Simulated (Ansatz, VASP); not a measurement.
KGeO in VASP and in Ansatz

The input INCAR:

```
PREC = Accurate
ENCUT = 520
EDIFF = 1E-6
ISMEAR = 0
SIGMA = 0.1
LREAL = F
LASPH = T
NELM = 60
ALGO = Normal
ISIF = 2
LWAVE = F
LCHARG = T
GGA = PE
LELF = T
LVHAR = T
NBANDS = 22
```

File KPOINTS:

```
Automatic mesh
0
Gamma
  6 6 4
```

The input POSCAR:

```
KGeO
1.0
    3.9394819500      0.0000000000      0.0000000000
   -1.9697409700      3.4116914400      0.0000000000
    0.0000000000      0.0000000000      5.9001423800
K Ge O
1 1 1
Direct
    0.0000000000      0.0000000000      0.2488386000
    0.0000000000      0.0000000000      0.6178873700
    0.0000000000      0.0000000000      0.9557583400
```

Input for Ansatz:

```yaml
crystal:
  lattice:
    - [3.93948195, 0.0, 0.0]
    - [-1.96974097, 3.41169144, 0.0]
    - [0.0, 0.0, 5.90014238]
  atoms:
    - { symbol: K, position: [0.0, 0.0, 0.2488386] }
    - { symbol: Ge, position: [0.0, 0.0, 0.61788737] }
    - { symbol: O, position: [0.0, 0.0, 0.95575834] }
basis:
  ecutwfc: 420
kpoints:
  mp_grid: { grid: [6, 6, 4] }
hamiltonian:
  xc: pbe
scf:
  occupations: { method: gaussian, width: 0.1 }
  lower_state_search: "off"
output:
  forces: true
  stress: true
  eigenvalues: true
```

Alike in both runs: task single point; functional PBE; k mesh 6 × 6 × 4; occupations gaussian, width 0.1 eV; no spin polarisation.

```csv
,VASP,Ansatz
version,VASP 6.6.1,Ansatz 0.2.0
potentials or method,"VASP PAW PBE potentials, release 64 (K_sv, Ge_d, O), cutoff 520 eV","scalar-relativistic, plane waves, PAW"
valence electrons in the cell,29,29
```

VASP gave:

- gap on the k mesh at the Fermi level (eV): none
- pressure (GPa): 15.9
- traceless stress, the component that is largest in VASP (GPa): 37.60
- rms of the force components (eV/Å): 4.748

Task: Which values does Ansatz return?

Result: gap on the k mesh at the Fermi level (eV): none; pressure (GPa): 14.8; traceless stress, the component that is largest in VASP (GPa): 35.34; rms of the force components (eV/Å): 4.515.

Atom by atom the forces differ by 0.336 eV/Å (rms over components). A gap of «none» marks a metal or a gap that the smearing closes. With one functional, cell and mesh, what is left measures potentials, basis and numerics.
